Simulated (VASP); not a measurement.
# Ge (Im-3m) in VASP: a series of runs

Ge is run at these levels: PBE; tasks: single point, relaxation of cell and atoms.

Program: VASP 6.6.1. These are calculated values, not measurements. Logs are shortened: lines on timing, memory, paths and dates and some standing lists are left out, and cuts for length are marked.

## 1. The cell of the first run

It takes space group Im-3m (No. 229, cubic). The conventional cell has a = 3.383 Å, b = 3.383 Å, c = 3.383 Å, α = 90.00°, β = 90.00°, γ = 90.00°. Within 3.9 Å of Ge (site symmetry m-3m) lie 14 Ge at 2.93 to 3.38 Å.

## 2. Single point, PBE

Contents of INCAR:

```
PREC = Accurate
ENCUT = 520
EDIFF = 1E-7
ISMEAR = -1
SIGMA = 0.08
LREAL = False
LASPH = True
NELM = 80
ALGO = Normal
ISIF = 2
LWAVE = False
LCHARG = False
GGA = PE
NBANDS = 13
```

Contents of KPOINTS:

```
Automatic mesh
0
Gamma
  16 16 16
```

Contents of POSCAR:

```
Ge
1.0
   -1.6913978235      1.6913978235      1.6913978235
    1.6913978235     -1.6913978235      1.6913978235
    1.6913978235      1.6913978235     -1.6913978235
Ge
1
Direct
    0.0000000000      0.0000000000      0.0000000000
```

Potentials or basis: VASP PAW PBE potentials, release 64 (Ge_d).

Launch:

```bash
$ cat potpaw_PBE.64/Ge_d/POTCAR > POTCAR
$ mpirun -np 1 vasp_std > vasp.out
```

OUTCAR:

```text
PREC = Accurate
   ENCUT = 520
   EDIFF = 1E-7
   ISMEAR = -1
   LREAL = False
   LASPH = True
   NELM = 80
   ISIF = 2
   GGA = PE

 ion  position               nearest neighbor table
   1  0.000  0.000  0.000-

  LATTYP: Found a body centered cubic cell.
 ALAT       =     3.3827956470

  Lattice vectors:

 A1 = (  -1.6913978235,   1.6913978235,   1.6913978235)
 A2 = (   1.6913978235,  -1.6913978235,   1.6913978235)
 A3 = (   1.6913978235,   1.6913978235,  -1.6913978235)

Analysis of symmetry for initial positions (statically):
=====================================================================
 Subroutine PRICEL returns:
 Original cell was already a primitive cell.

 Routine SETGRP: Setting up the symmetry group for a
 body centered cubic supercell.

 Subroutine GETGRP returns: Found 48 space group operations
 (whereof 48 operations were pure point group operations)
 out of a pool of 48 trial point group operations.

The static configuration has the point symmetry O_h .

Analysis of symmetry for dynamics (positions and initial velocities):
=====================================================================
 Subroutine PRICEL returns:
 Original cell was already a primitive cell.

 Routine SETGRP: Setting up the symmetry group for a
 body centered cubic supercell.

 Subroutine GETGRP returns: Found 48 space group operations
 (whereof 48 operations were pure point group operations)
 out of a pool of 48 trial point group operations.

The dynamic configuration has the point symmetry O_h .

 Subroutine INISYM returns: Found 48 space group operations
 (whereof 48 operations are pure point group operations),
 and found     1 'primitive' translations

----------------------------------------------------------------------------------------

                                     Primitive cell

  volume of cell :      19.3552

  direct lattice vectors                    reciprocal lattice vectors
    -1.691397824  1.691397824  1.691397824     0.000000000  0.295613482  0.295613482
     1.691397824 -1.691397824  1.691397824     0.295613482  0.000000000  0.295613482
     1.691397824  1.691397824 -1.691397824     0.295613482  0.295613482  0.000000000

  length of vectors
     2.929586966  2.929586966  2.929586966     0.418060595  0.418060595  0.418060595

  position of ions in fractional coordinates (direct lattice)
     0.000000000  0.000000000  0.000000000

  ion indices of the primitive-cell ions
   primitive index   ion index
                 1           1

----------------------------------------------------------------------------------------

 KPOINTS: Automatic mesh

Automatic generation of k-mesh.
 Grid dimensions read from file:
 generate k-points for:   16   16   16

 Generating k-lattice:

  Cartesian coordinates                     Fractional coordinates (reciprocal lattice)
     0.000000000  0.018475843  0.018475843     0.062500000  0.000000000  0.000000000
     0.018475843  0.000000000  0.018475843     0.000000000  0.062500000  0.000000000
     0.018475843  0.018475843  0.000000000     0.000000000  0.000000000  0.062500000

  Length of vectors
     0.026128787  0.026128787  0.026128787

  Shift w.r.t. Gamma in fractional coordinates (k-lattice)
     0.000000000  0.000000000  0.000000000

 Subroutine IBZKPT returns following result:
 ===========================================

 Found    145 irreducible k-points:

 Following reciprocal coordinates:
            Coordinates               Weight
  0.000000  0.000000  0.000000      1.000000
  0.062500  0.000000  0.000000     12.000000
  0.125000  0.000000  0.000000     12.000000
  0.187500  0.000000  0.000000     12.000000
  0.250000  0.000000  0.000000     12.000000
  0.312500  0.000000  0.000000     12.000000
[... 16 lines left out ...]
  0.187500  0.187500  0.000000     24.000000
  0.250000  0.187500 -0.000000     48.000000
 [... further k-points ...]
   k-points           NKPTS =    145   k-points in BZ     NKDIM =    145   number of bands    NBANDS=     13
   number of dos      NEDOS =    301   number of ions     NIONS =      1
   total plane-waves  NPLWV =  13824
   dimension x,y,z NGX =    24 NGY =   24 NGZ =   24
   dimension x,y,z NGXF=    48 NGYF=   48 NGZF=   48
   ions per type =               1
   NGX,Y,Z   is equivalent  to a cutoff of  13.62, 13.62, 13.62 a.u.
   NGXF,Y,Z  is equivalent  to a cutoff of  27.24, 27.24, 27.24 a.u.
 SYSTEM =  unknown system
   PREC   = accura    normal or accurate (medium, high low for compatibility)
   ISTART =      0    job   : 0-new  1-cont  2-samecut
   ICHARG =      2    charge: 1-file 2-atom 10-const
   ISPIN  =      1    spin polarized calculation?
   LNONCOLLINEAR =      F non collinear calculations
   LSORBIT =      F    spin-orbit coupling
   LASPH  =      T    aspherical Exc in radial PAW
   ENCUT  =  520.0 eV  38.22 Ry    6.18 a.u.   5.45  5.45  5.45*2*pi/ulx,y,z
   NELM   =     80;   NELMIN=  2; NELMDL= -5     # of ELM steps
   EDIFF  = 0.1E-06   stopping-criterion for ELM
   LREAL  =      F    real-space projection
   EDIFFG = 0.1E-05   stopping-criterion for IOM
   NSW    =      0    number of steps for IOM
   IBRION =     -1    ionic relax: 0-MD 1-quasi-New 2-CG
   NFREE  =      0    steps in history (QN), initial steepest desc. (CG)
   ISIF   =      2    stress and relaxation
   ISYM   =      2    0-nonsym 1-usesym 2-fastsym
   POTIM  = 0.5000    time-step for ionic-motion
   TEBEG  =    0.0;   TEEND  =   0.0 temperature during run
   PSTRESS=    0.0 pullay stress
   NELECT =      14.0000    total number of electrons
   NUPDOWN=      -1.0000    fix difference up-down
   EMIN   =  10.00;   EMAX   =-10.00  energy-range for DOS
   EFERMI =   0.00;   METHOD = LEGACY
   ISMEAR =    -1;   SIGMA  =   0.08  broadening in eV -4-tet -1-fermi 0-gaus
   EFERMI_NEDOS =   21; number of points for ismear=-14 and -15
   IALGO  =     38    algorithm
   IMIX   =      4    mixing-type and parameters
     AMIX     =   0.40;   BMIX     =  1.00
     AMIX_MAG =   1.60;   BMIX_MAG =  1.00
  volume/ion in A,a.u.               =      19.36       130.62
  Fermi-wavevector in a.u.,A,eV,Ry     =   1.469552  2.777051 29.382928  2.159584
  Thomas-Fermi vector in A             =   2.584916
   LORBIT       =      0    0 simple, 1 ext, 2 COOP (PROOUT), +10 PAW based schemes
   GGA     = PE    functional components
   LHFCALC =     F    Hartree Fock is set to
   AEXX    =    0.0000 exact exchange contribution
   IVDW    =     0    specifies the selected vdW correction
   LEPSILON=     F    determine dielectric tensor
   LRPA    =     F    only Hartree local field effects (RPA)
 non-spin polarized calculation
  energy-cutoff  :      520.00
  volume of cell :       19.36
 maximum number of plane-waves:       540
 NGX is ok and might be reduce to    24
   NGX = 11   NGY = 11   NGZ = 11

 number of electron      13.9999993 magnetization

 Free energy of the ion-electron system (eV)
  ---------------------------------------------------
  ext. energy  EPLUGINS =         0.00000000
  ---------------------------------------------------
  free energy    TOTEN  =        -4.18255330 eV

  energy without entropy =       -4.17063850  energy(sigma->0) =       -4.17659590

 E-fermi :   6.4815     XC(G=0): -11.1736

 val. band max:        6.4707428907   @ k =   0.2500   0.1875   0.1250
 cond. band min:       6.4892555677   @ k =  -0.3750   0.4375   0.3125
 fundamental gap:      0.0185126770
 Fermi energy:         6.4814520715

 k-point     1 :       0.0000    0.0000    0.0000
  band No.  band energies     occupation
      1     -18.2312      2.00000
      2     -18.2312      2.00000
      3     -18.2312      2.00000
      4     -18.1512      2.00000
      5     -18.1512      2.00000
      6      -6.4346      2.00000
      7      15.4115      0.00000
      8      15.4115      0.00000
      9      15.4115      0.00000
     10      21.2678      0.00000
     11      21.2678      0.00000
     12      21.2678      0.00000
     13      23.3311      0.00000

 k-point     2 :       0.0625    0.0000    0.0000
  band No.  band energies     occupation
      1     -18.2322      2.00000
      2     -18.2297      2.00000
      3     -18.2264      2.00000
      4     -18.1524      2.00000
      5     -18.1514      2.00000
      6      -6.3335      2.00000
      7      14.6114      0.00000
      8      15.0370      0.00000
      9      15.3149      0.00000
     10      20.5415      0.00000
     11      20.6153      0.00000
     12      21.8315      0.00000
     13      22.4775      0.00000

 k-point     3 :       0.1250    0.0000    0.0000
  band No.  band energies     occupation
      1     -18.2352      2.00000
      2     -18.2258      2.00000
      3     -18.2127      2.00000
      4     -18.1555      2.00000
      5     -18.1517      2.00000
      6      -6.0303      2.00000
      7      12.7497      0.00000
      8      14.2007      0.00000
      9      15.0379      0.00000
     10      19.3250      0.00000
     11      19.4390      0.00000
     12      22.0302      0.00000
     13      22.7344      0.00000

 k-point     4 :       0.1875    0.0000    0.0000
  band No.  band energies     occupation
      1     -18.2397      2.00000
      2     -18.2212      2.00000
      3     -18.1921      2.00000
      4     -18.1593      2.00000
      5     -18.1522      2.00000
      6      -5.5255      2.00000
      7      10.5181      0.00000
      8      13.2709      0.00000
      9      14.6290      0.00000
     10      18.2172      0.00000
     11      18.4412      0.00000
     12      22.0044      0.00000
     13      23.2360      0.00000

 k-point     5 :       0.2500    0.0000    0.0000
  band No.  band energies     occupation
      1     -18.2449      2.00000
      2     -18.2180      2.00000
      3     -18.1678      2.00000
      4     -18.1618      2.00000
      5     -18.1528      2.00000
      6      -4.8211      2.00000
      7       8.2426      0.00000
      8      12.4194      0.00000
      9      14.1683      0.00000
     10      17.3396      0.00000
     11      17.6108      0.00000
     12      22.3676      0.00000
     13      23.8902      0.00000

 k-point     6 :       0.3125    0.0000    0.0000
  band No.  band energies     occupation
      1     -18.2502      2.00000
      2     -18.2180      2.00000
      3     -18.1616      2.00000
      4     -18.1533      2.00000
      5     -18.1433      2.00000
      6      -3.9231      2.00000
      7       6.0597      1.98978
      8      11.7179      0.00000
      9      13.7366      0.00000
     10      16.6731      0.00000
     11      16.9614      0.00000
     12      23.0475      0.00000
     13      24.7077      0.00000

 k-point     7 :       0.3750    0.0000    0.0000
  band No.  band energies     occupation
      1     -18.2547      2.00000
      2     -18.2204      2.00000
      3     -18.1592      2.00000
      4     -18.1537      2.00000
      5     -18.1224      2.00000
      6      -2.8498      2.00000
      7       4.0441      2.00000
      8      11.2000      0.00000
      9      13.3932      0.00000
     10      16.2045      0.00000
     11      16.4967      0.00000
     12      23.9658      0.00000
     13      25.6928      0.00000
[... 193 lines left out ...]
 k-point    20 :       0.3125    0.1250    0.0000
  band No.  band energies     occupation
      1     -18.2475      2.00000
      2     -18.2155      2.00000
      3     -18.1613      2.00000
      4     -18.1562      2.00000
      5     -18.1256      2.00000
      6      -2.5598      2.00000
      7       4.2901      2.00000
      8       9.1590      0.00000
      9      12.2798      0.00000
     10      17.1235      0.00000
     11      19.4069      0.00000
     12      22.4619      0.00000
     13      27.4972      0.00000

 k-point    21 :       0.3750    0.1250    0.0000
  band No.  band energies     occupation
      1     -18.2500      2.00000
      2     -18.2164      2.00000
      3     -18.1585      2.00000
      4     -18.1566      2.00000
      5     -18.1151      2.00000
      6      -1.4005      2.00000
      7       2.5861      2.00000
      8       8.8210      0.00000
      9      12.0305      0.00000
     10      16.8647      0.00000
     11      19.3404      0.00000
     12      23.3824      0.00000
     13      26.3124      0.00000

 k-point    22 :       0.4375    0.1250   -0.0000
  band No.  band energies     occupation
      1     -18.2509      2.00000
      2     -18.2169      2.00000
      3     -18.1577      2.00000
      4     -18.1562      2.00000
      5     -18.1114      2.00000
      6      -0.6643      2.00000
      7       1.6657      2.00000
      8       8.7092      0.00000
      9      11.9459      0.00000
     10      16.7775      0.00000
     11      19.3056      0.00000
     12      24.2167      0.00000
     13      25.3025      0.00000

 k-point    23 :       0.1875    0.1875    0.0000
  band No.  band energies     occupation
      1     -18.2402      2.00000
      2     -18.2156      2.00000
      3     -18.1651      2.00000
      4     -18.1574      2.00000
      5     -18.1440      2.00000
      6      -3.7244      2.00000
      7       6.9819      0.00383
      8       8.9172      0.00000
      9      12.6014      0.00000
     10      18.2053      0.00000
     11      19.3455      0.00000
     12      23.0989      0.00000
     13      24.7119      0.00000

 k-point    24 :       0.2500    0.1875   -0.0000
  band No.  band energies     occupation
      1     -18.2420      2.00000
      2     -18.2108      2.00000
      3     -18.1637      2.00000
      4     -18.1589      2.00000
      5     -18.1323      2.00000
      6      -2.7477      2.00000
      7       5.3902      2.00000
      8       7.8352      0.00000
      9      12.1240      0.00000
     10      18.0455      0.00000
     11      19.8026      0.00000
     12      23.2710      0.00000
     13      26.1383      0.00000

 [... further k-points ...]
[... 5 lines left out ...]
  --------------------------------------------------------------------------------------
  -------------------------------------------------------------------------------------
  Total        0.0027122      0.0027122      0.0027122     -0.0000000     -0.0000000     -0.0000000
  in kB        0.2245078      0.2245078      0.2245078     -0.0000000     -0.0000000     -0.0000000
  external PRESSURE =       0.2245078 kB  Pullay stress =       0.0000000 kB

 VOLUME and BASIS-vectors are now :
 -----------------------------------------------------------------------------
  energy-cutoff  :      520.00
  volume of cell :       19.36
      direct lattice vectors                 reciprocal lattice vectors
    -1.691397824  1.691397824  1.691397824     0.000000000  0.295613482  0.295613482
     1.691397824 -1.691397824  1.691397824     0.295613482  0.000000000  0.295613482
     1.691397824  1.691397824 -1.691397824     0.295613482  0.295613482  0.000000000

 POSITION                                       TOTAL-FORCE (eV/Angst)
 -----------------------------------------------------------------------------------
      0.00000      0.00000      0.00000        -0.000000      0.000000      0.000000
 -----------------------------------------------------------------------------------
    total drift:                                0.000000      0.000000      0.000000

  FREE ENERGIE OF THE ION-ELECTRON SYSTEM (eV)
  ---------------------------------------------------
  free  energy   TOTEN  =        -4.1825533007 eV

  energy  without entropy=       -4.1706385023  energy(sigma->0) =       -4.17659590
```

Wall time 9.4 s (1 thread of Intel Xeon 6975P-C (Granite Rapids), shared host); peak memory 0.15 GiB.

What came out:

```yaml
Free_energy: -4.1826 eV
Pressure: 0.0 GPa
Band_gap_on_the_k_mesh: zero (band 7 reaches 15.41 eV, above the bottom of band 8 at 3.68 eV)
```

Levels at points of the mesh, in eV from the Fermi level:
```csv
k point,band 4,band 5,band 6,band 7,band 8,band 9,band 10,band 11
"(0.00, 0.00, 0.00)",-24.63,-24.63,-12.92,8.93,8.93,8.93,14.79,14.79
"(0.50, 0.00, 0.00)",-24.64,-24.58,-7.40,-5.14,4.30,6.62,9.35,9.64
"(0.50, 0.50, 0.50)",-24.60,-24.60,-2.76,-0.40,-0.40,-0.40,4.44,4.44
```

(Continued in part 2 of 3.)
